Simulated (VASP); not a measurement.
# Al16N16F (a cell with a defect) in VASP: notebook

Runs on Al16N16F (a cell with a defect). Level: PBE. Tasks: single point.

All numbers are computed with VASP 6.6.1; they aren't measurements. Logs are shortened: lines on timing, memory, paths and dates and some standing lists are left out, and cuts for length are marked.

**1. The cell of the first run**

The cell holds a defect, 33 atoms: a = 6.260 Å, b = 6.260 Å, c = 10.036 Å, α = 90.00°, β = 90.00°, γ = 120.00°.

**2. Single point, PBE, collinear spin**

INCAR

```
PREC = Accurate
ENCUT = 520
EDIFF = 1E-6
ISMEAR = -1
SIGMA = 0.01
LREAL = Auto
LASPH = T
NELM = 200
ALGO = Normal
ISIF = 2
LWAVE = F
LCHARG = F
ISPIN = 2
MAGMOM = 0 0 0 0 0 0 0 0 0 0 0 0 0.01 0 0 0 0 0 0 0 0 0.45 0 0 0 0 0 0 0 0.25 0 0 0.16
LORBIT = 11
NUPDOWN = 1.0
GGA = PE
NBANDS = 94
GGA_COMPAT = F
```

KPOINTS

```
Automatic mesh
0
Gamma
  1 1 1
```

POSCAR

```
Al16N16F
1.0
    6.2604124000      0.0000000600      0.0000000000
   -3.1302062500      5.4216761500      0.0000000000
    0.0000000000      0.0000000000     10.0361163400
Al N F
16 16 1
Direct
    0.3430924423      0.1705904141      0.2468664089
    0.1599904778      0.3288062476      0.4984696102
    0.3331113697      0.1732405171      0.7477470115
    0.1688847576      0.3389914740      0.9977146200
    0.3226657063      0.6571609742      0.2535217721
    0.1557377259      0.8355543314      0.5025436961
    0.3286610712      0.6636849713      0.7439205313
    0.1830523488      0.8432416217      0.9810312741
    0.8328487078      0.1656847302      0.2479299677
    0.6616917371      0.3258811319      0.5076676901
    0.8311205219      0.1673439957      0.7537170499
    0.6709424052      0.3438975159      0.9994912036
    0.7666889980      0.6447624051      0.2713511789
    0.6552523280      0.8353896167      0.5053573343
    0.8303751278      0.6693289768      0.7494714833
    0.6607170763      0.8322350571      0.9979592365
    0.3374580535      0.1697842059      0.4460124662
    0.1681247774      0.3380858501      0.1904647112
    0.3398345389      0.1815287288      0.9368701678
    0.1593474687      0.3302500815      0.6887943270
    0.3187431812      0.6662898854      0.4448153896
    0.2830674547      0.8789126925      0.1574713710
    0.3354405433      0.6619676057      0.9295992278
    0.1640464747      0.8372156257      0.6946946173
    0.8279133944      0.1630519651      0.4414632961
    0.6828036756      0.3544346630      0.1955914951
    0.8314073858      0.1687064894      0.9486237183
    0.6676191298      0.3339681143      0.6987150968
    0.8105387569      0.6556551614      0.4598541750
    0.6423083288      0.8298747172      0.1907949186
    0.8418219716      0.6777820821      0.9436132144
    0.6625899824      0.8365073521      0.6948133883
    0.0249406916     -0.0743701745      0.2700266625
```

Potentials or basis: VASP PAW PBE potentials, release 64 (Al, N, F).

Command:

```sh
cat potpaw_PBE.64/Al/POTCAR potpaw_PBE.64/N/POTCAR potpaw_PBE.64/F/POTCAR > POTCAR
mpirun -np 1 vasp_gam > vasp.out
```

OUTCAR:

```text
PREC = Accurate
   ENCUT = 520
   EDIFF = 1E-6
   ISMEAR = -1
   LREAL = Auto
   LASPH = T
   NELM = 200
   ISIF = 2
   ISPIN = 2
   LORBIT = 11
   NUPDOWN = 1.0
   GGA = PE

 ion  position               nearest neighbor table
   1  0.343  0.171  0.247-  33 1.82  22 1.90  26 1.91  18 1.94  17 2.00  13 2.83  12 3.05   9 3.08
                             5 3.11   4 3.12   2 3.13  10 3.14   6 3.15   5 3.15   9 3.18   8 3.20
   2  0.160  0.329  0.498-  25 1.89  17 1.90  21 1.91  20 1.91   5 3.04   7 3.06   3 3.07   6 3.08
                             9 3.08  10 3.11  11 3.12  14 3.13   1 3.13  14 3.14  10 3.15   6 3.19
   3  0.333  0.173  0.748-  28 1.88  20 1.89  24 1.90  19 1.90   8 2.95  10 3.00   6 3.07   2 3.07
                             4 3.08   7 3.08  15 3.11  12 3.12  11 3.12  11 3.14  15 3.15   7 3.18
   4  0.169  0.339  0.998-  23 1.88  19 1.88  27 1.89  18 1.93  11 3.06   3 3.08  16 3.08   5 3.09
                             7 3.10   9 3.10   1 3.12   8 3.12  12 3.13  12 3.13   8 3.15  16 3.18
   5  0.323  0.657  0.254-  22 1.81  18 1.84  30 1.85  21 1.92  13 2.83   2 3.04   9 3.07   4 3.09
                            14 3.11   1 3.11   6 3.12  16 3.15   1 3.15   9 3.19   8 3.26
   6  0.156  0.836  0.503-  21 1.89  17 1.90  29 1.92  24 1.93  33 2.63  15 3.04   7 3.06   3 3.07
                             2 3.08  10 3.12   5 3.12  14 3.13  14 3.13  13 3.14  10 3.14   1 3.15
   7  0.329  0.664  0.744-  23 1.86  32 1.88  20 1.89  24 1.90   8 2.96  14 2.98   6 3.06   2 3.06
                             3 3.08   4 3.10  11 3.11  16 3.12  15 3.12  15 3.14  11 3.15   3 3.18
   8  0.183  0.843  0.981-  22 1.85  23 1.88  31 1.89  19 1.89   3 2.95   7 2.96  15 3.01  16 3.03
                            12 3.10   4 3.12   4 3.15  12 3.17   1 3.20  16 3.24   5 3.26
   9  0.833  0.166  0.248-  18 1.91  30 1.91  26 1.91  25 1.94  33 2.36   5 3.07   2 3.08   1 3.08
                            13 3.08  16 3.09  12 3.10   4 3.10  14 3.14  10 3.17   1 3.18   5 3.19
  10  0.662  0.326  0.508-  29 1.85  17 1.86  25 1.90  28 1.92  13 2.95   3 3.00  11 3.04  14 3.05
                            15 3.06   2 3.11   6 3.12   1 3.14   6 3.14   2 3.15   9 3.17  14 3.21
  11  0.831  0.167  0.754-  28 1.87  32 1.89  20 1.90  27 1.96  10 3.04  16 3.05   4 3.06  12 3.07
                            14 3.08   7 3.11  15 3.12   2 3.12   3 3.12   3 3.14  15 3.15   7 3.15
  12  0.671  0.344  0.999-  27 1.89  31 1.90  19 1.90  26 1.97   1 3.05  15 3.07  11 3.07  16 3.09
                             8 3.10   9 3.10   3 3.12   4 3.13   4 3.13  16 3.17   8 3.17  13 3.20
  13  0.767  0.645  0.271-  33 1.69  26 1.79  30 1.87  29 1.91   5 2.83   1 2.83  14 2.87  10 2.95
                             9 3.08   6 3.14  16 3.18  12 3.20   9 3.23
  14  0.655  0.835  0.505-  29 1.87  25 1.89  32 1.90  21 1.92  13 2.87   7 2.98  10 3.05  15 3.07
                            11 3.08   5 3.11   2 3.13   6 3.13   6 3.13   2 3.14   9 3.14  10 3.21
  15  0.830  0.669  0.749-  28 1.89  24 1.89  32 1.90  31 1.95   8 3.01   6 3.04  10 3.06  12 3.07
                            14 3.07  16 3.08   3 3.11  11 3.12   7 3.12   7 3.14  11 3.15   3 3.15
  16  0.661  0.832  0.998-  27 1.89  23 1.89  31 1.90  30 1.94   8 3.03  11 3.05  15 3.08   4 3.08
                            12 3.09   9 3.09   7 3.12   5 3.15  12 3.17   4 3.18  13 3.18   8 3.24
  17  0.337  0.170  0.446-  10 1.86   2 1.90   6 1.90   1 2.00
  18  0.168  0.338  0.190-   5 1.84   9 1.91   4 1.93   1 1.94
  19  0.340  0.182  0.937-   4 1.88   8 1.89   3 1.90  12 1.90
  20  0.159  0.330  0.689-   3 1.89   7 1.89  11 1.90   2 1.91
  21  0.319  0.666  0.445-   6 1.89   2 1.91   5 1.92  14 1.92
  22  0.283  0.879  0.157-   5 1.81   8 1.85   1 1.90
  23  0.335  0.662  0.930-   7 1.86   4 1.88   8 1.88  16 1.89
  24  0.164  0.837  0.695-  15 1.89   3 1.90   7 1.90   6 1.93
  25  0.828  0.163  0.441-   2 1.89  14 1.89  10 1.90   9 1.94
  26  0.683  0.354  0.196-  13 1.79   9 1.91   1 1.91  12 1.97
  27  0.831  0.169  0.949-  16 1.89  12 1.89   4 1.89  11 1.96
  28  0.668  0.334  0.699-  11 1.87   3 1.88  15 1.89  10 1.92
  29  0.811  0.656  0.460-  10 1.85  14 1.87  13 1.91   6 1.92
  30  0.642  0.830  0.191-   5 1.85  13 1.87   9 1.91  16 1.94
  31  0.842  0.678  0.944-   8 1.89  12 1.90  16 1.90  15 1.95
  32  0.663  0.837  0.695-   7 1.88  11 1.89  15 1.90  14 1.90
  33  0.025  0.926  0.270-  13 1.69   1 1.82   9 2.36   6 2.63

  LATTYP: Found a hexagonal cell.
 ALAT       =     6.2604124000
 C/A-ratio  =     1.6031078624

  Lattice vectors:

 A1 = (   6.2604124000,   0.0000000600,   0.0000000000)
 A2 = (  -3.1302062500,   5.4216761500,   0.0000000000)
 A3 = (   0.0000000000,   0.0000000000,  10.0361163400)

Analysis of symmetry for initial positions (statically):
=====================================================================
 Subroutine PRICEL returns:
 Original cell was already a primitive cell.

 Routine SETGRP: Setting up the symmetry group for a
 hexagonal supercell.

[... 166 lines left out ...]
   LSORBIT =      F    spin-orbit coupling
   LASPH  =      T    aspherical Exc in radial PAW
   ENCUT  =  520.0 eV  38.22 Ry    6.18 a.u.  11.64 11.64 18.66*2*pi/ulx,y,z
   NELM   =    200;   NELMIN=  2; NELMDL= -5     # of ELM steps
   EDIFF  = 0.1E-05   stopping-criterion for ELM
   LREAL  =      T    real-space projection
   EDIFFG = 0.1E-04   stopping-criterion for IOM
   NSW    =      0    number of steps for IOM
   IBRION =     -1    ionic relax: 0-MD 1-quasi-New 2-CG
   NFREE  =      0    steps in history (QN), initial steepest desc. (CG)
   ISIF   =      2    stress and relaxation
   ISYM   =      2    0-nonsym 1-usesym 2-fastsym
   POTIM  = 0.5000    time-step for ionic-motion
   TEBEG  =    0.0;   TEEND  =   0.0 temperature during run
   PSTRESS=    0.0 pullay stress
   NELECT =     135.0000    total number of electrons
   NUPDOWN=       1.0000    fix difference up-down
   EMIN   =  10.00;   EMAX   =-10.00  energy-range for DOS
   EFERMI =   0.00;   METHOD = LEGACY
   ISMEAR =    -1;   SIGMA  =   0.01  broadening in eV -4-tet -1-fermi 0-gaus
   EFERMI_NEDOS =   21; number of points for ismear=-14 and -15
   IALGO  =     38    algorithm
   IMIX   =      4    mixing-type and parameters
     AMIX     =   0.40;   BMIX     =  1.00
     AMIX_MAG =   1.60;   BMIX_MAG =  1.00
  volume/ion in A,a.u.               =      10.32        69.66
  Fermi-wavevector in a.u.,A,eV,Ry     =   1.202501  2.272397 19.674134  1.446008
  Thomas-Fermi vector in A             =   2.338280
   LORBIT       =     11    0 simple, 1 ext, 2 COOP (PROOUT), +10 PAW based schemes
   GGA     = PE    functional components
   LHFCALC =     F    Hartree Fock is set to
   AEXX    =    0.0000 exact exchange contribution
   IVDW    =     0    specifies the selected vdW correction
   LEPSILON=     F    determine dielectric tensor
   LRPA    =     F    only Hartree local field effects (RPA)
 spin polarized calculation
  energy-cutoff  :      520.00
  volume of cell :      340.65
 maximum number of plane-waves:      4582
 NGX is ok and might be reduce to    48
   NGX = 23   NGY = 23   NGZ = 37

 number of electron     135.0000005 magnetization       1.0000031

 Free energy of the ion-electron system (eV)
  ---------------------------------------------------
  ext. energy  EPLUGINS =         0.00000000
  ---------------------------------------------------
  free energy    TOTEN  =      -229.44561699 eV

  energy without entropy =     -229.44561699  energy(sigma->0) =     -229.44561699

 E-fermi :   6.7003     XC(G=0): -10.8872

 val. band max:        6.8606692688   @ k =   0.0000   0.0000   0.0000
 cond. band min:       8.3254126226   @ k =   0.0000   0.0000   0.0000
 fundamental gap:      1.4647433538
 Fermi energy:         7.2009160187

 spin component 1

 k-point     1 :       0.0000    0.0000    0.0000
  band No.  band energies     occupation
      1     -18.6604      1.00000
      2      -8.8293      1.00000
      3      -8.1013      1.00000
      4      -7.9130      1.00000
      5      -7.0554      1.00000
      6      -7.0099      1.00000
[... 71 lines left out ...]
     78      12.1246      0.00000
     79      12.2556      0.00000
 Fermi energy:         6.7003464202

 spin component 2

 k-point     1 :       0.0000    0.0000    0.0000
  band No.  band energies     occupation
      1     -18.5278      1.00000
      2      -8.7901      1.00000
      3      -7.9879      1.00000
      4      -7.8829      1.00000
      5      -7.0085      1.00000
      6      -6.9417      1.00000
[... 71 lines left out ...]
     78      12.1349      0.00000
     79      12.2764      0.00000
 [bands above 79 left out]

------------------------ aborting loop because EDIFF is reached ----------------------------------------

  FORCE on cell =-STRESS in cart. coord.  units (eV):
  Direction    XX          YY          ZZ          XY          YZ          ZX
  --------------------------------------------------------------------------------------
  -------------------------------------------------------------------------------------
  Total       26.5347363     25.2457567     -5.3199416      3.2679904     -3.3125892     -3.2492601
  in kB      124.8024623    118.7399248    -25.0216093     15.3705410    -15.5803049    -15.2824453
  external PRESSURE =      72.8402593 kB  Pullay stress =       0.0000000 kB

 VOLUME and BASIS-vectors are now :
 -----------------------------------------------------------------------------
  energy-cutoff  :      520.00
  volume of cell :      340.65
      direct lattice vectors                 reciprocal lattice vectors
     6.260412400  0.000000060  0.000000000     0.159733885  0.092222403  0.000000000
    -3.130206250  5.421676150  0.000000000    -0.000000002  0.184444804  0.000000000
     0.000000000  0.000000000 10.036116340     0.000000000  0.000000000  0.099640136

 POSITION                                       TOTAL-FORCE (eV/Angst)
 -----------------------------------------------------------------------------------
      1.61392      0.92489      2.47758         0.011980      0.001136      0.006130
     -0.02763      1.78268      5.00270        -0.000328      0.005656     -0.021891
      1.54314      0.93925      7.50448         0.000011      0.007888     -0.021896
     -0.00382      1.83790     10.01318         0.006428      0.007332     -0.017133
     -0.03703      3.56291      2.54437         0.000560      0.014129     -0.043591
     -1.64047      4.53010      5.04359        -0.023440     -0.005727     -0.009791
[... 25 lines left out ...]
      1.52965      4.53527      6.97323        -0.006509      0.001647     -0.005181
     -2.74127      5.01847      2.71002         0.087342      0.139544      0.389565
 -----------------------------------------------------------------------------------
    total drift:                               -0.005768     -0.001961     -0.004794

  FREE ENERGIE OF THE ION-ELECTRON SYSTEM (eV)
  ---------------------------------------------------
  free  energy   TOTEN  =      -229.4456169905 eV

  energy  without entropy=     -229.4456169905  energy(sigma->0) =     -229.44561699

 total charge

# of ion       s       p       d       tot
------------------------------------------
    1        0.329   0.433   0.000   0.762
    2        0.339   0.443   0.000   0.782
    3        0.342   0.450   0.000   0.792
    4        0.341   0.442   0.000   0.782
    5        0.377   0.485   0.000   0.863
    6        0.336   0.434   0.000   0.770
[... 25 lines left out ...]
   32        1.196   2.695   0.000   3.891
   33        1.759   4.481   0.000   6.240
--------------------------------------------------
tot         26.489  54.414   0.000  80.902

 magnetization (x)

# of ion       s       p       d       tot
------------------------------------------
    1       -0.000  -0.001   0.000  -0.001
    2       -0.000   0.000   0.000   0.000
    3       -0.000  -0.000   0.000  -0.000
    4        0.000   0.000   0.000   0.001
    5       -0.002  -0.005   0.000  -0.006
    6        0.000   0.000   0.000   0.000
[... 25 lines left out ...]
   32       -0.000  -0.000   0.000  -0.000
   33        0.001   0.070   0.000   0.072
--------------------------------------------------
tot          0.032   0.694   0.000   0.725
```

It took 4.5 min on 1 thread of Intel Xeon 8259CL, shared host; peak memory 0.57 GiB.

Results:

```yaml
Free_energy: -229.4456 eV
Pressure: 7.3 GPa
Largest_force: 0.423 eV/Å
Net_moment: 1.00 μB per cell
Site_moments: Al -0.00, +0.00, -0.01, +0.01 (each value once); N -0.00, +0.00, +0.49, +0.01, +0.14 (each value once); F +0.07 μB
Valence_electrons_inside_the_program's_atomic_spheres: Al 0.76, 0.78, 0.79, 0.86, 0.77, 0.80, 0.75, 0.81, 0.85 (each value once); N 3.87, 3.88, 3.89, 3.80, 3.91, 3.90 (each value once); F 6.24
```

Forces in eV/Å, atoms in the order of the input:
```
Al   0.012  0.001  0.006
Al   0.000  0.006 -0.022
Al   0.000  0.008 -0.022
Al   0.006  0.007 -0.017
Al   0.001  0.014 -0.044
Al  -0.023 -0.006 -0.010
Al  -0.005  0.003 -0.013
Al  -0.005  0.001 -0.051
Al   0.028 -0.016 -0.011
Al   0.009 -0.020  0.017
Al   0.003  0.000 -0.005
Al   0.003  0.003 -0.004
Al  -0.069 -0.118  0.042
Al  -0.005 -0.006 -0.001
Al  -0.008  0.001 -0.011
Al  -0.002  0.001 -0.018
N    0.008  0.005  0.004
N    0.009  0.006 -0.030
N    0.001  0.007 -0.026
N    0.002  0.012 -0.017
N   -0.017  0.009 -0.051
N   -0.068 -0.002 -0.053
N   -0.001  0.006 -0.014
N   -0.003  0.001 -0.008
N    0.007 -0.008 -0.007
N    0.020 -0.027 -0.014
N    0.008  0.002 -0.011
N    0.008 -0.005  0.010
N   -0.025 -0.043  0.040
N    0.020  0.000 -0.046
N    0.003  0.013  0.005
N   -0.007  0.002 -0.005
F    0.087  0.140  0.390
```

Stress tensor (GPa, compression positive):
```
12.48  1.54 -1.53
 1.54 11.87 -1.56
-1.53 -1.56 -2.50
```

Caveat: the k points lie up to 1.16 Å⁻¹ apart, too coarse for converged energies, forces and pressures; the total moment is fixed, so each spin has its own Fermi level and the state may be an excited one.

(Continued in part 2 of 2.)
